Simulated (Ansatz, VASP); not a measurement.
Sc2Al in VASP and in Ansatz

INCAR

```
ALGO     = Fast           # electronic algorithm
EDIFF    = 1E-6           # SCF threshold, eV
ENCUT    = 520            # plane-wave cutoff, eV
GGA      = PS             # functional
ISIF     = 2              # what is computed and relaxed
ISMEAR   = 0              # smearing method
LASPH    = T              # aspherical terms in the spheres
LCHARG   = F              # write CHGCAR
LREAL    = F              # projectors in reciprocal space
LWAVE    = F              # write WAVECAR
NBANDS   = 34             # bands
NELM     = 80             # most SCF steps
PREC     = Accurate       # precision mode
SIGMA    = 0.15           # smearing width, eV
```

Contents of KPOINTS:

```
k-points
0
Gamma
  12 12 8
```

The input POSCAR:

```
Sc2Al
1.0
    4.8508989722      0.0000000000      0.0000000000
   -2.4254494861      4.2010017412      0.0000000000
    0.0000000000      0.0000000000      6.0854513202
Sc Al
4 2
Direct
    0.0000000000      0.0000000000      0.0000000000
    0.0000000000      0.0000000000      0.5000000000
    0.3333333333      0.6666666667      0.7500000000
    0.6666666667      0.3333333333      0.2500000000
    0.3333333333      0.6666666667      0.2500000000
    0.6666666667      0.3333333333      0.7500000000
```

Input for Ansatz:

```yaml
crystal:
  lattice:
    - [4.8508989717, 0.0, 0.0]
    - [-2.4254494858, 4.2010017407, 0.0]
    - [0.0, 0.0, 6.0854513205]
  atoms:
    - { symbol: Sc, position: [0.0, 0.0, 0.0] }
    - { symbol: Sc, position: [0.0, 0.0, 0.5] }
    - { symbol: Sc, position: [0.3333333333, 0.6666666667, 0.75] }
    - { symbol: Sc, position: [0.6666666667, 0.3333333333, 0.25] }
    - { symbol: Al, position: [0.3333333333, 0.6666666667, 0.25] }
    - { symbol: Al, position: [0.6666666667, 0.3333333333, 0.75] }
basis:
  ecutwfc: 420
kpoints:
  mp_grid: { grid: [12, 12, 8] }
hamiltonian:
  xc: pbesol
scf:
  occupations: { method: gaussian, width: 0.15 }
output:
  forces: true
  stress: true
  eigenvalues: true
  write_density: true
  write_potential: true
  elf: true
  volumetric_format: npy
```

Alike in both runs: task single point; functional PBEsol; k mesh 12 × 12 × 8; occupations gaussian, width 0.15 eV; no spin polarisation.

|  | VASP | Ansatz |
| --- | --- | --- |
| version | VASP 6.6.1 | Ansatz 0.2.0 |
| potentials or method | VASP PAW PBE potentials, release 64 (Sc_sv, Al), cutoff 520 eV | scalar-relativistic, plane waves, PAW |
| valence electrons in the cell | 50 | 50 |

|  | VASP | Ansatz | Ansatz less VASP |
| --- | --- | --- | --- |
| gap on the k mesh at the Fermi level (eV) | none | none | - |
| pressure (GPa) | 0.1 | 0.0 | -0.10 |
| traceless stress, the component that is largest in VASP (GPa) | 0.08 | 0.10 | +0.024 |

VASP's potentials were made for PBE, not for PBEsol. A gap of «none» marks a metal or a gap that the smearing closes. The functional is the same, so the differences come from potentials, cutoffs and numerics.
